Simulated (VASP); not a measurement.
Here is a VASP 6.6.1 calculation.

File INCAR:

```
ALGO     = Normal         # electronic algorithm
EDIFF    = 1E-8           # SCF threshold, eV
ENCUT    = 520            # plane-wave cutoff, eV
GGA      = PE             # functional
ISIF     = 2              # what is computed and relaxed
ISMEAR   = 0              # smearing method
LASPH    = True           # aspherical terms in the spheres
LCHARG   = False          # write CHGCAR
LEPSILON = True           # dielectric tensor by DFPT
LREAL    = False          # projectors in reciprocal space
LWAVE    = False          # write WAVECAR
NELM     = 100            # most SCF steps
PREC     = Accurate       # precision mode
SIGMA    = 0.01           # smearing width, eV
```

KPOINTS

```
k-points
0
Gamma
  13 13 13
```

Contents of POSCAR:

```
C
1.0
    0.0000000000      1.7833700000      1.7833700000
    1.7833700000      0.0000000000      1.7833700000
    1.7833700000      1.7833700000      0.0000000000
C
2
Direct
    0.7500000000      0.7500000000      0.7500000000
    0.5000000000      0.5000000000      0.5000000000
```

Potentials or basis: VASP PAW PBE potentials, release 64 (C).

Command:

```sh
$ cat potpaw_PBE.64/C/POTCAR > POTCAR
$ mpirun -np 1 vasp_std > vasp.out
```

Estimate the electronic dielectric tensor (diagonal).

5.85.

What does it give for the Born charges (mean of the diagonal)?

C +0.00 e.

Predict the band gap on the k mesh.

4.14 eV, indirect (least direct gap 5.59 eV).

Electronic dielectric tensor:
```
5.85 0.00 0.00
0.00 5.85 0.00
0.00 0.00 5.85
```

A k mesh can miss the band edges. PBE gaps usually lie below the measured ones, often by a third to a half.
